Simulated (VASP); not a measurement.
A run of VASP 6.6.1 is set up as follows.

File INCAR:

```
  ALGO = Normal
  EDIFF = 1E-7
  ENCUT = 520
  GGA = PS
  ISIF = 2
  ISMEAR = -1
  LASPH = True
  LCHARG = False
  LREAL = False
  LWAVE = False
  NBANDS = 8
  NELM = 80
  PREC = Accurate
  SIGMA = 0.05
```

The input KPOINTS:

```
k-points
0
Gamma
  14 14 14
```

Contents of POSCAR:

```
Al
1.0
    0.0000000000      2.0442198000      2.0239800000
    2.0442198000      0.0000000000      2.0239800000
    2.0442198000      2.0442198000      0.0000000000
Al
1
Direct
    0.0000000000      0.0000000000      0.0000000000
```

Potentials or basis: VASP PAW PBE potentials, release 64 (Al).

Launch:

```console
$ cat potpaw_PBE.64/Al/POTCAR > POTCAR
$ mpirun -np 1 vasp_std > vasp.out
```

**Question.** Estimate the pressure.

**Answer.** -3.4 GPa.

Stress tensor (GPa, compression positive):
```
-3.52  0.00  0.00
 0.00 -3.52  0.00
 0.00  0.00 -3.20
```

Caveat: the cell differs from its parent crystal (equal xx and yy strain of +1 %); the PAW data sets were made with another functional, which shifts forces and pressure a little.
